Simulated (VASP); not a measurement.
# InAs (rocksalt type) (Fm-3m) in VASP: notebook, part 2 of 2

VASP 6.6.1. The steps go on from the part before.

## Step 4: Single point, PBE

Contents of INCAR:

```
SYSTEM = InAs
  ALGO = Normal
  EDIFF = 1E-6
  ENCUT = 520
  GGA = PE
  ISIF = 2
  ISMEAR = -1
  LASPH = .TRUE.
  LCHARG = .FALSE.
  LREAL = .FALSE.
  LWAVE = .FALSE.
  NBANDS = 16
  NELM = 80
  PREC = Accurate
  SIGMA = 0.05
```

Contents of KPOINTS:

```
k-points
0
G
  10 10 10
  0 0 0
```

Contents of POSCAR:

```
InAs
1.0
    0.0000000000      2.8743196729      2.8743196729
    2.8743196729      0.0000000000      2.8743196729
    2.8743196729      2.8743196729      0.0000000000
In As
1 1
Direct
    0.0000000000      0.0000000000      0.0000000000
    0.5000000000      0.5000000000      0.5000000000
```

Potentials or basis: VASP PAW PBE potentials, release 64 (In_d, As).

Started as:

```
$ cat potpaw_PBE.64/In_d/POTCAR potpaw_PBE.64/As/POTCAR > POTCAR
$ mpirun -np 1 vasp_std > vasp.out
```

OUTCAR:

```text
SYSTEM = InAs
   EDIFF = 1E-6
   ENCUT = 520
   GGA = PE
   ISIF = 2
   ISMEAR = -1
   LASPH = .TRUE.
   LREAL = .FALSE.
   NELM = 80
   PREC = Accurate

 ion  position               nearest neighbor table
   1  0.000  0.000  0.000-   2 2.87   2 2.87   2 2.87   2 2.87   2 2.87   2 2.87
   2  0.500  0.500  0.500-   1 2.87   1 2.87   1 2.87   1 2.87   1 2.87   1 2.87

  LATTYP: Found a face centered cubic cell.
 ALAT       =     5.7486393458

  Lattice vectors:

 A1 = (   0.0000000000,   2.8743196729,   2.8743196729)
 A2 = (   2.8743196729,   0.0000000000,   2.8743196729)
 A3 = (   2.8743196729,   2.8743196729,   0.0000000000)

Analysis of symmetry for initial positions (statically):
=====================================================================
 Subroutine PRICEL returns:
 Original cell was already a primitive cell.

 Routine SETGRP: Setting up the symmetry group for a
 face centered cubic supercell.

 Subroutine GETGRP returns: Found 48 space group operations
 (whereof 48 operations were pure point group operations)
 out of a pool of 48 trial point group operations.

The static configuration has the point symmetry O_h .

Analysis of symmetry for dynamics (positions and initial velocities):
=====================================================================
 Subroutine PRICEL returns:
 Original cell was already a primitive cell.

 Routine SETGRP: Setting up the symmetry group for a
 face centered cubic supercell.

 Subroutine GETGRP returns: Found 48 space group operations
 (whereof 48 operations were pure point group operations)
 out of a pool of 48 trial point group operations.

The dynamic configuration has the point symmetry O_h .

 Subroutine INISYM returns: Found 48 space group operations
 (whereof 48 operations are pure point group operations),
 and found     1 'primitive' translations

----------------------------------------------------------------------------------------

                                     Primitive cell

  volume of cell :      47.4936

  direct lattice vectors                    reciprocal lattice vectors
     0.000000000  2.874319673  2.874319673    -0.173954207  0.173954207  0.173954207
     2.874319673  0.000000000  2.874319673     0.173954207 -0.173954207  0.173954207
     2.874319673  2.874319673  0.000000000     0.173954207  0.173954207 -0.173954207

  length of vectors
     4.064901864  4.064901864  4.064901864     0.301297525  0.301297525  0.301297525

  position of ions in fractional coordinates (direct lattice)
     0.000000000  0.000000000  0.000000000
     0.500000000  0.500000000  0.500000000

  ion indices of the primitive-cell ions
   primitive index   ion index
                 1           1
                 2           2

----------------------------------------------------------------------------------------

 KPOINTS: k-points

Automatic generation of k-mesh.
 Grid dimensions read from file:
 generate k-points for:   10   10   10

 Generating k-lattice:

  Cartesian coordinates                     Fractional coordinates (reciprocal lattice)
    -0.017395421  0.017395421  0.017395421     0.100000000  0.000000000  0.000000000
     0.017395421 -0.017395421  0.017395421     0.000000000  0.100000000  0.000000000
     0.017395421  0.017395421 -0.017395421     0.000000000  0.000000000  0.100000000

  Length of vectors
     0.030129753  0.030129753  0.030129753

  Shift w.r.t. Gamma in fractional coordinates (k-lattice)
     0.000000000  0.000000000  0.000000000

 Subroutine IBZKPT returns following result:
 ===========================================

 Found     47 irreducible k-points:

 Following reciprocal coordinates:
            Coordinates               Weight
  0.000000  0.000000  0.000000      1.000000
  0.100000  0.000000  0.000000      8.000000
  0.200000  0.000000  0.000000      8.000000
  0.300000  0.000000  0.000000      8.000000
  0.400000  0.000000  0.000000      8.000000
  0.500000  0.000000  0.000000      4.000000
[... 16 lines left out ...]
  0.300000  0.300000  0.000000      6.000000
  0.400000  0.300000  0.000000     24.000000
 [... further k-points ...]
   k-points           NKPTS =     47   k-points in BZ     NKDIM =     47   number of bands    NBANDS=     16
   number of dos      NEDOS =    301   number of ions     NIONS =      2
   total plane-waves  NPLWV =  27000
   dimension x,y,z NGX =    30 NGY =   30 NGZ =   30
   dimension x,y,z NGXF=    60 NGYF=   60 NGZF=   60
   ions per type =               1   1
   NGX,Y,Z   is equivalent  to a cutoff of  12.27, 12.27, 12.27 a.u.
   NGXF,Y,Z  is equivalent  to a cutoff of  24.54, 24.54, 24.54 a.u.
 SYSTEM =  InAs
   PREC   = accura    normal or accurate (medium, high low for compatibility)
   ISTART =      0    job   : 0-new  1-cont  2-samecut
   ICHARG =      2    charge: 1-file 2-atom 10-const
   ISPIN  =      1    spin polarized calculation?
   LNONCOLLINEAR =      F non collinear calculations
   LSORBIT =      F    spin-orbit coupling
   LASPH  =      T    aspherical Exc in radial PAW
   ENCUT  =  520.0 eV  38.22 Ry    6.18 a.u.   7.56  7.56  7.56*2*pi/ulx,y,z
   NELM   =     80;   NELMIN=  2; NELMDL= -5     # of ELM steps
   EDIFF  = 0.1E-05   stopping-criterion for ELM
   LREAL  =      F    real-space projection
   EDIFFG = 0.1E-04   stopping-criterion for IOM
   NSW    =      0    number of steps for IOM
   IBRION =     -1    ionic relax: 0-MD 1-quasi-New 2-CG
   NFREE  =      0    steps in history (QN), initial steepest desc. (CG)
   ISIF   =      2    stress and relaxation
   ISYM   =      2    0-nonsym 1-usesym 2-fastsym
   POTIM  = 0.5000    time-step for ionic-motion
   TEBEG  =    0.0;   TEEND  =   0.0 temperature during run
   PSTRESS=    0.0 pullay stress
   NELECT =      18.0000    total number of electrons
   NUPDOWN=      -1.0000    fix difference up-down
   EMIN   =  10.00;   EMAX   =-10.00  energy-range for DOS
   EFERMI =   0.00;   METHOD = LEGACY
   ISMEAR =    -1;   SIGMA  =   0.05  broadening in eV -4-tet -1-fermi 0-gaus
   EFERMI_NEDOS =   21; number of points for ismear=-14 and -15
   IALGO  =     38    algorithm
   IMIX   =      4    mixing-type and parameters
     AMIX     =   0.40;   BMIX     =  1.00
     AMIX_MAG =   1.60;   BMIX_MAG =  1.00
  volume/ion in A,a.u.               =      23.75       160.25
  Fermi-wavevector in a.u.,A,eV,Ry     =   1.184733  2.238821 19.097042  1.403593
  Thomas-Fermi vector in A             =   2.320942
   LORBIT       =      0    0 simple, 1 ext, 2 COOP (PROOUT), +10 PAW based schemes
   GGA     = PE    functional components
   LHFCALC =     F    Hartree Fock is set to
   AEXX    =    0.0000 exact exchange contribution
   IVDW    =     0    specifies the selected vdW correction
   LEPSILON=     F    determine dielectric tensor
   LRPA    =     F    only Hartree local field effects (RPA)
 non-spin polarized calculation
  energy-cutoff  :      520.00
  volume of cell :       47.49
 maximum number of plane-waves:      1298
   NGX = 15   NGY = 15   NGZ = 15

 number of electron      18.0000001 magnetization

 Free energy of the ion-electron system (eV)
  ---------------------------------------------------
  ext. energy  EPLUGINS =         0.00000000
  ---------------------------------------------------
  free energy    TOTEN  =        -7.34203826 eV

  energy without entropy =       -7.33630482  energy(sigma->0) =       -7.33917154

 E-fermi :   5.9339     XC(G=0): -10.1114

 val. band max:        5.9031835522   @ k =  -0.3000   0.2000   0.0000
 cond. band min:       5.9432520032   @ k =   0.3000   0.0000   0.0000
 fundamental gap:      0.0400684509
 Fermi energy:         5.9338718932

 k-point     1 :       0.0000    0.0000    0.0000
  band No.  band energies     occupation
      1      -8.3688      2.00000
      2      -8.3688      2.00000
      3      -8.3483      2.00000
      4      -8.3483      2.00000
      5      -8.3483      2.00000
      6      -6.1602      2.00000
[... 8 lines left out ...]
     15      13.4629      0.00000
     16      13.4629      0.00000
[... 419 lines left out ...]
 k-point    24 :       0.4000    0.3000    0.0000
  band No.  band energies     occupation
      1      -8.5536      2.00000
      2      -8.3733      2.00000
      3      -8.3498      2.00000
      4      -8.2904      2.00000
      5      -8.2860      2.00000
      6      -4.3868      2.00000
[... 8 lines left out ...]
     15      18.3232      0.00000
     16      18.9122      0.00000

 [... further k-points ...]

------------------------ aborting loop because EDIFF is reached ----------------------------------------

  FORCE on cell =-STRESS in cart. coord.  units (eV):
  Direction    XX          YY          ZZ          XY          YZ          ZX
  --------------------------------------------------------------------------------------
  -------------------------------------------------------------------------------------
  Total        0.0111059      0.0111059      0.0111059      0.0000000      0.0000000      0.0000000
  in kB        0.3746526      0.3746526      0.3746526      0.0000000      0.0000000      0.0000000
  external PRESSURE =       0.3746526 kB  Pullay stress =       0.0000000 kB

 VOLUME and BASIS-vectors are now :
 -----------------------------------------------------------------------------
  energy-cutoff  :      520.00
  volume of cell :       47.49
      direct lattice vectors                 reciprocal lattice vectors
     0.000000000  2.874319673  2.874319673    -0.173954207  0.173954207  0.173954207
     2.874319673  0.000000000  2.874319673     0.173954207 -0.173954207  0.173954207
     2.874319673  2.874319673  0.000000000     0.173954207  0.173954207 -0.173954207

 POSITION                                       TOTAL-FORCE (eV/Angst)
 -----------------------------------------------------------------------------------
      0.00000      0.00000      0.00000         0.000000      0.000000     -0.000000
      2.87432      2.87432      2.87432        -0.000000     -0.000000      0.000000
 -----------------------------------------------------------------------------------
    total drift:                               -0.000000      0.000000      0.000000

  FREE ENERGIE OF THE ION-ELECTRON SYSTEM (eV)
  ---------------------------------------------------
  free  energy   TOTEN  =        -7.3420382646 eV

  energy  without entropy=       -7.3363048233  energy(sigma->0) =       -7.33917154
```

OSZICAR:

```text
N       E                     dE             d eps       ncg     rms          rms(c)
DAV:   1     0.111540188171E+03    0.11154E+03   -0.84014E+03  1504   0.127E+03
DAV:   2    -0.718799567117E+00   -0.11226E+03   -0.10756E+03  1712   0.303E+02
DAV:   3    -0.735204196902E+01   -0.66332E+01   -0.65594E+01  1920   0.699E+01
DAV:   4    -0.750642325918E+01   -0.15438E+00   -0.15433E+00  1888   0.114E+01
DAV:   5    -0.751330611550E+01   -0.68829E-02   -0.68827E-02  2168   0.211E+00    0.355E+00
DAV:   6    -0.734994861473E+01    0.16336E+00   -0.28350E-01  2176   0.891E+00    0.191E+00
DAV:   7    -0.734169923389E+01    0.82494E-02   -0.55113E-02  2240   0.221E+00    0.634E-01
DAV:   8    -0.734190558962E+01   -0.20636E-03   -0.40578E-03  1920   0.757E-01    0.966E-02
DAV:   9    -0.734203398502E+01   -0.12840E-03   -0.28374E-04  2040   0.157E-01    0.628E-02
DAV:  10    -0.734203635852E+01   -0.23735E-05   -0.15280E-05  2256   0.442E-02    0.304E-02
DAV:  11    -0.734203874091E+01   -0.23824E-05   -0.39840E-06  1816   0.175E-02    0.526E-03
DAV:  12    -0.734203826457E+01    0.47634E-06   -0.44818E-07  1360   0.478E-03
   1 F= -.73420383E+01 E0= -.73391715E+01  d E =-.573344E-02
```

It took 47 s on 1 thread of Intel Xeon 8259CL, shared host; peak memory 0.19 GiB.

What came out:

* Free energy: -7.3420 eV
* Pressure: 0.0 GPa
* Band gap on the k mesh: zero (bands 9 and 10 overlap by 2.57 eV)

Caveat: spin-orbit coupling is left out, which moves the levels of the heavy elements.
